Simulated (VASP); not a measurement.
Runs of VASP 6.6.1 on BaS. The structure is that of space group Fm-3m (No. 225), or close to it. The cells are those of the table. 

```tsv
task	cell	gap on the mesh (eV)	pressure (GPa)
electric field gradients	a = 4.539 Å, angles 59.3°, 2 atoms	1.97	-0.5
single point	a = 4.479 Å, angles 60.0°, 2 atoms	(b)	0.6
single point	a = 4.517 Å, angles 60.0°, 2 atoms	1.98	-0.5
single point	a = 4.547 Å, angles 60.0°, 2 atoms	2.02	(a)
```

Alike in all rows: level PBEsol; potentials or basis VASP PAW PBE potentials, release 64 (Ba_sv, S); no spin polarisation; k mesh 8 × 8 × 8; cutoff (eV) 520; smearing fermi-dirac 0.02 eV.

Estimate the missing entries.

(a) -1.4; (b) 1.93.

Caveats: the PAW data sets were made with another functional, which shifts forces and pressure a little; spin-orbit coupling is left out, which moves the levels of the heavy elements.

A k mesh can miss the band edges, and the runs leave out spin-orbit coupling on Ba.
